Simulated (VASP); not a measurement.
# Zn: single point with LDA

The system is Zn.

```
Zn
1.0
    -1.43627    1.43627    1.43627
     1.43627   -1.43627    1.43627
     1.43627    1.43627   -1.43627
Zn
1
Direct
  0.00000 0.00000 0.00000
```

```yaml
Program: VASP 6.6.1
Task: single point
Functional: LDA
Potentials_or_basis: VASP PAW LDA potentials, release 64 (Zn)
Cutoff: 520 eV
k_mesh: 11 × 11 × 11
Occupations: methfessel-paxton, width 0.1 eV
Spin: no spin polarisation
Dipole_correction: no
Further_INCAR_settings: ALGO = Normal; EDIFF = 1e-06; NBANDS = 12
```

| Property | Result |
| --- | --- |
| Pressure | 21.2 GPa |
| Band gap on the k mesh | zero (band 6 reaches 8.52 eV, above the bottom of band 7 at 4.72 eV) |

Levels at points of the mesh, in eV from the Fermi level:
| k point | band 2 | band 3 | band 4 | band 5 | band 6 | band 7 | band 8 | band 9 | band 10 | band 11 |
| --- | --- | --- | --- | --- | --- | --- | --- | --- | --- | --- |
| (0.00, 0.00, 0.00) | -9.16 | -9.16 | -9.16 | -8.36 | -8.36 | 22.81 | 22.81 | 22.81 | 23.21 | 23.21 |

Wall time 3.2 s on 1 thread of Intel(R) Xeon(R) 6975P-C (Granite Rapids), with other jobs on the host, peak memory 0.12 GiB.
